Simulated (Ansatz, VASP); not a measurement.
# Two plane-wave programs on SnTe

INCAR

```
ALGO     = Normal         # electronic algorithm
EDIFF    = 1E-6           # SCF threshold, eV
ENCUT    = 500            # plane-wave cutoff, eV
GGA      = PE             # functional
GGA_COMPAT= F            
ISIF     = 2              # what is computed and relaxed
ISMEAR   = -1             # smearing method
IVDW     = 12             # dispersion correction
LASPH    = T              # aspherical terms in the spheres
LCHARG   = F              # write CHGCAR
LREAL    = F              # projectors in reciprocal space
LWAVE    = F              # write WAVECAR
NBANDS   = 17             # bands
NELM     = 120            # most SCF steps
PREC     = Accurate       # precision mode
SIGMA    = 0.008617333262145177 # smearing width, eV
```

Contents of KPOINTS:

```
k-points
0
Gamma
  4 4 4
```

File POSCAR:

```
SnTe
1.0
    0.0000000000      3.6111460000      3.6111460000
    3.6111460000      0.0000000000      3.6111460000
    3.6111460000      3.6111460000      0.0000000000
Sn Te
1 1
Direct
    0.0000000000      0.0000000000      0.0000000000
    0.7500000000      0.7500000000      0.7500000000
```

Input for Ansatz:

```yaml
crystal:
  lattice:
    - [0.0, 3.611146, 3.611146]
    - [3.611146, 0.0, 3.611146]
    - [3.611146, 3.611146, 0.0]
  atoms:
    - { symbol: Sn, position: [0.0, 0.0, 0.0] }
    - { symbol: Te, position: [0.75, 0.75, 0.75] }
basis:
  ecutwfc: 420
kpoints:
  mp_grid: { grid: [4, 4, 4] }
hamiltonian:
  xc: pbe
  dispersion: d3bj
scf:
  occupations: { method: fermi_dirac, width: "100 K" }
output:
  forces: true
  stress: true
  eigenvalues: true
```

Alike in both runs: task single point; functional PBE; dispersion D3(BJ); k mesh 4 × 4 × 4; no spin polarisation.

|  | VASP | Ansatz |
| --- | --- | --- |
| version | VASP 6.6.1 | Ansatz 0.2.0 |
| potentials or method | VASP PAW PBE potentials, release 64 (Sn_d, Te), cutoff 500 eV | scalar-relativistic, plane waves, PAW |
| occupations | fermi-dirac, width 0.00861733 eV | fermi-dirac |
| valence electrons in the cell | 20 | 30 |

|  | VASP | Ansatz | Ansatz less VASP |
| --- | --- | --- | --- |
| gap on the k mesh at the Fermi level (eV) | 0.09 | 0.09 | +0.002 |
| least direct gap on the mesh (eV) | 0.80 | 0.80 | +0.001 |
| pressure (GPa) | -1.1 | -1.1 | +0.01 |

VASP's potentials hold 20 valence electrons a cell and Ansatz's 30, so a difference there can come from the potentials and not from the codes.

Neither program's run includes spin-orbit coupling.
